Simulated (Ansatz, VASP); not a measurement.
Given: the input of a run of Ansatz 0.2.0 on SnTe3.

Contents of input.yaml:

```yaml
crystal:
  lattice:
    - [0.0, 3.9369484026, 3.9369484026]
    - [3.9369484026, 0.0, 3.9369484026]
    - [3.9369484026, 3.9369484026, 0.0]
  atoms:
    - { symbol: Te, position: [0.5, 0.5, 0.5] }
    - { symbol: Te, position: [0.75, 0.75, 0.75] }
    - { symbol: Te, position: [0.25, 0.25, 0.25] }
    - { symbol: Sn, position: [0.0, 0.0, 0.0] }
kpoints:
  mp_grid: { grid: [6, 6, 6] }
scf:
  occupations: { method: fermi_dirac, width: 0.05 }
hamiltonian:
  xc: lda
  pseudopotentials: { kind: all_electron, lapw: { basis_error: 0.002 } }
output:
  forces: true
  stress: true
  eigenvalues: true
```

Potentials or basis: all-electron LAPW, scalar-relativistic.

Launch:

```sh
$ ansatz run input.yaml --threads 2 --pin off --max-ram 8192MiB --backend cpu --events-out ev --progress --plain --runs-dir out
```

Task: Translate it to VASP 6.6.1. Potentials there: VASP PAW LDA potentials, release 64 (Te, Sn_d).

Result: As run (the cutoff follows the program's own potentials):

Contents of INCAR:

```
PREC = Accurate ; ENCUT = 520
EDIFF = 1E-6 ; ISMEAR = -1
SIGMA = 0.05 ; LREAL = F
LASPH = T ; NELM = 60
ALGO = Normal ; ISIF = 2
LWAVE = F ; LCHARG = T
GGA = CA ; LELF = T
LVHAR = T ; NBANDS = 24
```

File KPOINTS:

```
regular mesh
0
Gamma
  6 6 6
```

File POSCAR:

```
SnTe3
1.0
    0.0000000000      3.9369484026      3.9369484026
    3.9369484026      0.0000000000      3.9369484026
    3.9369484026      3.9369484026      0.0000000000
Te Sn
3 1
Direct
    0.5000000000      0.5000000000      0.5000000000
    0.7500000000      0.7500000000      0.7500000000
    0.2500000000      0.2500000000      0.2500000000
    0.0000000000      0.0000000000      0.0000000000
```

Potentials or basis: VASP PAW LDA potentials, release 64 (Te, Sn_d).

The run is started by

```sh
$ cat potpaw_LDA.64/Te/POTCAR potpaw_LDA.64/Sn_d/POTCAR > POTCAR
$ mpirun -np 1 vasp_std > vasp.out
```

Both were run:

|  | VASP | Ansatz | Ansatz less VASP |
| --- | --- | --- | --- |
| gap on the k mesh at the Fermi level (eV) | none | none | - |
| pressure (GPa) | -6.0 | -5.9 | +0.02 |

LDA's correlation is that of Perdew and Zunger in VASP and of Perdew and Wang (1992) in Ansatz. A gap of «none» marks a metal or a gap that the smearing closes. Ansatz ran all-electron here, and VASP with PAW potentials.

Neither program's run includes spin-orbit coupling.
